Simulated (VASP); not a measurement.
# Zr8Rh4O (a cell with a defect) in VASP: single point with LDA

Aim: the single point of Zr8Rh4O (a cell with a defect) with LDA.

Everything below comes from runs of VASP 6.6.1. Logs are shortened: lines on timing, memory, paths and dates and some standing lists are left out, and cuts for length are marked.

**1. The cell of the first run**

The cell holds a defect, 13 atoms: a = 6.478 Å, b = 6.496 Å, c = 5.680 Å, α = 90.00°, β = 90.00°, γ = 90.00°.

**2. Single point, LDA**

INCAR

```
SYSTEM = Zr8Rh4O
ALGO     = Normal         ! electronic algorithm
EDIFF    = 1E-6           ! SCF threshold, eV
ENCUT    = 520            ! plane-wave cutoff, eV
GGA      = CA             ! functional
GGA_COMPAT= .FALSE.      
ISIF     = 2              ! what is computed and relaxed
ISMEAR   = -1             ! smearing method
LASPH    = .TRUE.         ! aspherical terms in the spheres
LCHARG   = .TRUE.         ! write CHGCAR
LELF     = .TRUE.         ! ELF
LREAL    = .FALSE.        ! projectors in reciprocal space
LVHAR    = .TRUE.       
LWAVE    = .FALSE.        ! write WAVECAR
NBANDS   = 93             ! bands
NELM     = 120            ! most SCF steps
PREC     = Accurate       ! precision mode
SIGMA    = 0.05           ! smearing width, eV
```

KPOINTS

```
k-points
0
G
  3 3 4
  0 0 0
```

POSCAR

```
Zr8Rh4O
1.0
    6.4775420000      0.0000000000      0.0000000000
    0.0000000000      6.4959970000      0.0000000000
    0.0000000000      0.0000000000      5.6796670000
Zr Rh O
8 4 1
Direct
    0.1665725981      0.8314522005     -0.0255953386
    0.3358649006      0.6622455337      0.4818326497
    0.3356672948      0.3314599745      0.0029624976
    0.1806828887      0.1740006961      0.5004768765
    0.6723843705      0.3258592946      0.5252450540
    0.8309713777      0.1671607915      0.0226108326
    0.8243060408      0.8176909564      0.5008568284
    0.6661999258      0.6618903919      0.0031892715
    0.4707083335     -0.0146008380      0.2346940410
    0.0125064415      0.5275291845      0.2347325996
    0.0052502940      0.5073341321      0.7449265952
    0.4909183144     -0.0070267890      0.7450142764
    0.8815986064      0.1160781016      0.3744554038
```

Potentials or basis: VASP PAW LDA potentials, release 64 (Zr_sv, Rh_pv, O).

Command:

```bash
$ cat potpaw_LDA.64/Zr_sv/POTCAR potpaw_LDA.64/Rh_pv/POTCAR potpaw_LDA.64/O/POTCAR > POTCAR
$ mpirun -np 1 vasp_std > vasp.out
```

OUTCAR:

```text
SYSTEM = Zr8Rh4O
   EDIFF = 1E-6
   ENCUT = 520
   GGA = CA
   ISIF = 2
   ISMEAR = -1
   LASPH = .TRUE.
   LREAL = .FALSE.
   NELM = 120
   PREC = Accurate

 ion  position               nearest neighbor table
   1  0.167  0.831  0.974-   9 2.66  10 2.66  12 2.69  11 2.69   6 3.09   2 3.20   2 3.27   8 3.42
                             8 3.43   3 3.43   3 3.43   7 3.49   4 3.49   7 3.72   4 3.73
   2  0.336  0.662  0.482-  10 2.67   9 2.67  11 2.80  12 2.80   5 3.10   1 3.20   1 3.27   7 3.32
                             4 3.33   8 3.46   7 3.47   3 3.47   4 3.47   8 3.65   3 3.66
   3  0.336  0.331  0.003-   9 2.75  10 2.78  12 2.83  11 2.83   8 3.03   4 3.17   4 3.19   6 3.38
                             1 3.43   1 3.43   6 3.44   2 3.47   5 3.48   2 3.66   5 3.68
   4  0.181  0.174  0.500-  13 2.10   9 2.70  12 2.71  11 2.81  10 2.96   3 3.17   3 3.19   7 3.27
                             2 3.33   5 3.34   5 3.44   2 3.47   1 3.49   6 3.54   1 3.73   6 3.73
   5  0.672  0.326  0.525-  13 2.10  11 2.76  12 2.76  10 3.05   9 3.05   2 3.10   6 3.18   6 3.20
                             4 3.34   7 3.35   4 3.44   7 3.45   3 3.48   8 3.48   3 3.68   8 3.68
   6  0.831  0.167  0.023-  13 2.05   9 2.88  10 2.88  12 2.94  11 2.94   1 3.09   5 3.18   5 3.20
                             3 3.38   8 3.39   3 3.44   8 3.45   4 3.54   7 3.54   4 3.73   7 3.73
   7  0.824  0.818  0.501-  13 2.10  10 2.71  11 2.71  12 2.81   9 2.95   8 3.17   8 3.20   4 3.27
                             2 3.32   5 3.35   5 3.45   2 3.47   1 3.49   6 3.54   1 3.72   6 3.73
   8  0.666  0.662  0.003-  10 2.74   9 2.78  11 2.83  12 2.84   3 3.03   7 3.17   7 3.20   6 3.39
                             1 3.42   1 3.43   6 3.45   2 3.46   5 3.48   2 3.65   5 3.68
   9  0.471  0.985  0.235-   1 2.66   2 2.67   4 2.70   3 2.75   8 2.78  12 2.78   6 2.88  12 2.90
                             7 2.95   5 3.05
  10  0.013  0.528  0.235-   1 2.66   2 2.67   7 2.71   8 2.74   3 2.78  11 2.79   6 2.88  11 2.90
                             4 2.96   5 3.05
  11  0.005  0.507  0.745-   1 2.69   7 2.71   5 2.76  10 2.79   2 2.80   4 2.81   8 2.83   3 2.83
                            10 2.90   6 2.94
  12  0.491  0.993  0.745-   1 2.69   4 2.71   5 2.76   9 2.78   2 2.80   7 2.81   3 2.83   8 2.84
                             9 2.90   6 2.94
  13  0.882  0.116  0.374-   6 2.05   4 2.10   7 2.10   5 2.10

  LATTYP: Found a simple orthorhombic cell.
 ALAT       =     5.6796670000
 B/A-ratio  =     1.1404791865
 C/A-ratio  =     1.1437284968

  Lattice vectors:

 A1 = (   0.0000000000,   0.0000000000,   5.6796670000)
 A2 = (   6.4775420000,   0.0000000000,   0.0000000000)
 A3 = (   0.0000000000,   6.4959970000,   0.0000000000)

Analysis of symmetry for initial positions (statically):
=====================================================================
 Subroutine PRICEL returns:
 Original cell was already a primitive cell.

 Routine SETGRP: Setting up the symmetry group for a
 simple orthorhombic supercell.

 Subroutine GETGRP returns: Found  1 space group operations
 (whereof  1 operations were pure point group operations)
 out of a pool of  8 trial point group operations.

The static configuration has the point symmetry C_1 .

Analysis of symmetry for dynamics (positions and initial velocities):
=====================================================================
 Subroutine PRICEL returns:
 Original cell was already a primitive cell.

 Routine SETGRP: Setting up the symmetry group for a
 simple orthorhombic supercell.

 Subroutine GETGRP returns: Found  1 space group operations
 (whereof  1 operations were pure point group operations)
 out of a pool of  8 trial point group operations.

The dynamic configuration has the point symmetry C_1 .

 Subroutine INISYM returns: Found  1 space group operations
 (whereof  1 operations are pure point group operations),
 and found     1 'primitive' translations

----------------------------------------------------------------------------------------

                                     Primitive cell

  volume of cell :     238.9896

  direct lattice vectors                    reciprocal lattice vectors
     6.477542000  0.000000000  0.000000000     0.154379547  0.000000000  0.000000000
     0.000000000  6.495997000  0.000000000     0.000000000  0.153940958  0.000000000
     0.000000000  0.000000000  5.679667000     0.000000000  0.000000000  0.176066660

  length of vectors
     6.477542000  6.495997000  5.679667000     0.154379547  0.153940958  0.176066660

  position of ions in fractional coordinates (direct lattice)
     0.166572598  0.831452201  0.974404661
     0.335864901  0.662245534  0.481832650
     0.335667295  0.331459974  0.002962498
     0.180682889  0.174000696  0.500476877
     0.672384370  0.325859295  0.525245054
     0.830971378  0.167160792  0.022610833
     0.824306041  0.817690956  0.500856828
     0.666199926  0.661890392  0.003189271
     0.470708333  0.985399162  0.234694041
     0.012506442  0.527529184  0.234732600
     0.005250294  0.507334132  0.744926595
     0.490918314  0.992973211  0.745014276
     0.881598606  0.116078102  0.374455404

  ion indices of the primitive-cell ions
   primitive index   ion index
                 1           1
                 2           2
                 3           3
                 4           4
                 5           5
                 6           6
                 7           7
                 8           8
                 9           9
                10          10
                11          11
                12          12
                13          13

----------------------------------------------------------------------------------------

 KPOINTS: k-points

Automatic generation of k-mesh.
 Grid dimensions read from file:
 generate k-points for:    3    3    4

 Generating k-lattice:

  Cartesian coordinates                     Fractional coordinates (reciprocal lattice)
     0.051459849  0.000000000  0.000000000     0.333333333  0.000000000  0.000000000
     0.000000000  0.051313653  0.000000000     0.000000000  0.333333333  0.000000000
     0.000000000  0.000000000  0.044016665     0.000000000  0.000000000  0.250000000

  Length of vectors
     0.051459849  0.051313653  0.044016665

  Shift w.r.t. Gamma in fractional coordinates (k-lattice)
     0.000000000  0.000000000  0.000000000

 Subroutine IBZKPT returns following result:
 ===========================================

 Found     19 irreducible k-points:

 Following reciprocal coordinates:
            Coordinates               Weight
  0.000000  0.000000  0.000000      1.000000
  0.333333  0.000000  0.000000      2.000000
  0.000000  0.333333  0.000000      2.000000
  0.333333  0.333333  0.000000      2.000000
  0.333333 -0.333333  0.000000      2.000000
  0.000000  0.000000  0.250000      2.000000
[... 11 lines left out ...]
  0.333333  0.333333  0.500000      2.000000
  0.333333 -0.333333  0.500000      2.000000
   k-points           NKPTS =     19   k-points in BZ     NKDIM =     19   number of bands    NBANDS=     93
   number of dos      NEDOS =    301   number of ions     NIONS =     13
   total plane-waves  NPLWV =  96768
   dimension x,y,z NGX =    48 NGY =   48 NGZ =   42
   dimension x,y,z NGXF=    96 NGYF=   96 NGZF=   84
   ions per type =               8   4   1
   NGX,Y,Z   is equivalent  to a cutoff of  12.32, 12.28, 12.29 a.u.
   NGXF,Y,Z  is equivalent  to a cutoff of  24.64, 24.57, 24.59 a.u.
 SYSTEM =  Zr8Rh4O
   PREC   = accura    normal or accurate (medium, high low for compatibility)
   ISTART =      0    job   : 0-new  1-cont  2-samecut
   ICHARG =      2    charge: 1-file 2-atom 10-const
   ISPIN  =      1    spin polarized calculation?
   LNONCOLLINEAR =      F non collinear calculations
   LSORBIT =      F    spin-orbit coupling
   LASPH  =      T    aspherical Exc in radial PAW
   ENCUT  =  520.0 eV  38.22 Ry    6.18 a.u.  12.04 12.08 10.56*2*pi/ulx,y,z
   NELM   =    120;   NELMIN=  2; NELMDL= -5     # of ELM steps
   EDIFF  = 0.1E-05   stopping-criterion for ELM
   LREAL  =      F    real-space projection
   EDIFFG = 0.1E-04   stopping-criterion for IOM
   NSW    =      0    number of steps for IOM
   IBRION =     -1    ionic relax: 0-MD 1-quasi-New 2-CG
   NFREE  =      0    steps in history (QN), initial steepest desc. (CG)
   ISIF   =      2    stress and relaxation
   ISYM   =      2    0-nonsym 1-usesym 2-fastsym
   POTIM  = 0.5000    time-step for ionic-motion
   TEBEG  =    0.0;   TEEND  =   0.0 temperature during run
   PSTRESS=    0.0 pullay stress
   NELECT =     162.0000    total number of electrons
   NUPDOWN=      -1.0000    fix difference up-down
   EMIN   =  10.00;   EMAX   =-10.00  energy-range for DOS
   EFERMI =   0.00;   METHOD = LEGACY
   ISMEAR =    -1;   SIGMA  =   0.05  broadening in eV -4-tet -1-fermi 0-gaus
   EFERMI_NEDOS =   21; number of points for ismear=-14 and -15
   IALGO  =     38    algorithm
   IMIX   =      4    mixing-type and parameters
     AMIX     =   0.40;   BMIX     =  1.00
     AMIX_MAG =   1.60;   BMIX_MAG =  1.00
  volume/ion in A,a.u.               =      18.38       124.06
  Fermi-wavevector in a.u.,A,eV,Ry     =   1.438093  2.717601 28.138350  2.068110
  Thomas-Fermi vector in A             =   2.557098
   LORBIT       =      0    0 simple, 1 ext, 2 COOP (PROOUT), +10 PAW based schemes
   GGA     = CA    functional components
   LHFCALC =     F    Hartree Fock is set to
   AEXX    =    0.0000 exact exchange contribution
   IVDW    =     0    specifies the selected vdW correction
   LEPSILON=     F    determine dielectric tensor
   LRPA    =     F    only Hartree local field effects (RPA)
 non-spin polarized calculation
  energy-cutoff  :      520.00
  volume of cell :      238.99
 maximum number of plane-waves:      6456
   NGX = 25   NGY = 25   NGZ = 21

 number of electron     161.9999994 magnetization

 Free energy of the ion-electron system (eV)
  ---------------------------------------------------
  ext. energy  EPLUGINS =         0.00000000
  ---------------------------------------------------
  free energy    TOTEN  =      -126.38673755 eV

  energy without entropy =     -126.29346028  energy(sigma->0) =     -126.34009891

 E-fermi :   9.7674     XC(G=0): -12.1741

 val. band max:        9.7357566697   @ k =   0.3333   0.3333   0.0000
 cond. band min:       9.7685301114   @ k =   0.3333   0.0000   0.0000
 fundamental gap:      0.0327734417
 Fermi energy:         9.7674082838

 k-point     1 :       0.0000    0.0000    0.0000
  band No.  band energies     occupation
      1     -38.8134      2.00000
      2     -38.7733      2.00000
      3     -38.7702      2.00000
      4     -38.7189      2.00000
      5     -38.6802      2.00000
      6     -38.5960      2.00000
[... 85 lines left out ...]
     92      11.4187      0.00000
     93      11.5795      0.00000

 k-point     2 :       0.3333    0.0000    0.0000
  band No.  band energies     occupation
      1     -38.8102      2.00000
      2     -38.7763      2.00000
      3     -38.7697      2.00000
      4     -38.7194      2.00000
      5     -38.6788      2.00000
      6     -38.5990      2.00000
[... 1717 lines left out ...]
     92      11.3099      0.00000
     93      11.5041      0.00000

------------------------ aborting loop because EDIFF is reached ----------------------------------------

  FORCE on cell =-STRESS in cart. coord.  units (eV):
  Direction    XX          YY          ZZ          XY          YZ          ZX
  --------------------------------------------------------------------------------------
  -------------------------------------------------------------------------------------
  Total       -3.6011453     -3.8073724     -4.7358730      0.6108011      1.1400112     -1.1786068
  in kB      -24.1419473    -25.5244866    -31.7491210      4.0947885      7.6425938     -7.9013374
  external PRESSURE =     -27.1385183 kB  Pullay stress =       0.0000000 kB

 VOLUME and BASIS-vectors are now :
 -----------------------------------------------------------------------------
  energy-cutoff  :      520.00
  volume of cell :      238.99
      direct lattice vectors                 reciprocal lattice vectors
     6.477542000  0.000000000  0.000000000     0.154379547  0.000000000  0.000000000
     0.000000000  6.495997000  0.000000000     0.000000000  0.153940958  0.000000000
     0.000000000  0.000000000  5.679667000     0.000000000  0.000000000  0.176066660

 POSITION                                       TOTAL-FORCE (eV/Angst)
 -----------------------------------------------------------------------------------
      1.07898      5.40111      5.53429        -0.014229      0.014096     -0.011698
      2.17558      4.30195      2.73665         0.015718     -0.011727      0.008092
      2.17430      2.15316      0.01683         0.008055      0.005340     -0.009738
      1.17038      1.13031      2.84254         0.022405     -0.001236      0.016020
      4.35540      2.11678      2.98322        -0.033223      0.030147      0.000793
      5.38265      1.08588      0.12842         0.001225     -0.002036     -0.050483
      5.33948      5.31172      2.84470        -0.000964     -0.021531      0.013461
      4.31534      4.29964      0.01811        -0.007065     -0.003014     -0.011373
      3.04903      6.40115      1.33298         0.015328      0.024901      0.009979
      0.08101      3.42683      1.33320        -0.022931     -0.015194      0.009065
      0.03401      3.29564      4.23094         0.005683     -0.015346      0.011654
      3.17994      6.45035      4.23143         0.014537     -0.008280      0.012113
      5.71059      0.75404      2.12678        -0.004538      0.003881      0.002115
 -----------------------------------------------------------------------------------
    total drift:                               -0.000677      0.000750      0.000817

  FREE ENERGIE OF THE ION-ELECTRON SYSTEM (eV)
  ---------------------------------------------------
  free  energy   TOTEN  =      -126.3867375481 eV

  energy  without entropy=     -126.2934602814  energy(sigma->0) =     -126.34009891
```

It took 17 min on 1 thread of Intel Xeon 8259CL, shared host; peak memory 0.44 GiB.

Results:

```
Free energy            : -126.3867 eV
Pressure               : -2.7 GPa
Largest force          : 0.051 eV/Å
Band gap on the k mesh : zero (bands 81 and 82 overlap by 0.22 eV)
```

Forces on the atoms (eV/Å):
```
Zr  -0.014  0.014 -0.012
Zr   0.016 -0.012  0.008
Zr   0.008  0.005 -0.010
Zr   0.022 -0.001  0.016
Zr  -0.033  0.030  0.001
Zr   0.001 -0.002 -0.050
Zr  -0.001 -0.022  0.013
Zr  -0.007 -0.003 -0.011
Rh   0.015  0.025  0.010
Rh  -0.023 -0.015  0.009
Rh   0.006 -0.015  0.012
Rh   0.015 -0.008  0.012
O   -0.005  0.004  0.002
```
